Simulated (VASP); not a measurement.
Set up this calculation in VASP 6.6.1, as the native input.

```
Task                   : single point
Functional             : PBE
Potentials or basis    : VASP PAW PBE potentials, release 64 (Ti_sv)
Cutoff                 : 520 eV
k mesh                 : 20 × 20 × 18
Occupations            : fermi-dirac, width 0.08 eV
Spin                   : no spin polarisation
Dipole correction      : no
Further INCAR settings : ALGO = Normal; EDIFF = 1e-07; NBANDS = 12
```

The structure of Ti lies in POSCAR:

```
Ti
1.0
    2.1669938431      0.0000000000      0.0000000000
   -1.0834969216      1.8766717180      0.0000000000
    0.0000000000      0.0000000000      2.1195505108
Ti
1
Direct
    0.0000000000      0.0000000000      0.0000000000
```

These files were run (other wordings do the same):

INCAR

```
SYSTEM = Ti
ALGO     = Normal         ! electronic algorithm
EDIFF    = 1E-7           ! SCF threshold, eV
ENCUT    = 520            ! plane-wave cutoff, eV
GGA      = PE             ! functional
ISIF     = 2              ! what is computed and relaxed
ISMEAR   = -1             ! smearing method
LASPH    = .True.         ! aspherical terms in the spheres
LCHARG   = .True.         ! write CHGCAR
LELF     = .True.         ! ELF
LREAL    = .False.        ! projectors in reciprocal space
LVHAR    = .True.       
LWAVE    = .False.        ! write WAVECAR
NBANDS   = 12             ! bands
NELM     = 100            ! most SCF steps
PREC     = Accurate       ! precision mode
SIGMA    = 0.08           ! smearing width, eV
```

KPOINTS

```
k-points
0
Gamma
  20 20 18
  0 0 0
```

Potentials or basis: VASP PAW PBE potentials, release 64 (Ti_sv).

Run with:

```console
$ cat potpaw_PBE.64/Ti_sv/POTCAR > POTCAR
$ mpirun -np 1 vasp_std > vasp.out
```

Results of the run:

```yaml
Pressure: 233.2 GPa
Band_gap_on_the_k_mesh: zero (band 6 reaches 19.97 eV, above the bottom of band 7 at 16.62 eV)
```

It took 24 s on 1 thread of Intel(R) Xeon(R) Platinum 8488C (Sapphire Rapids), on a shared host, peak memory 0.15 GiB.
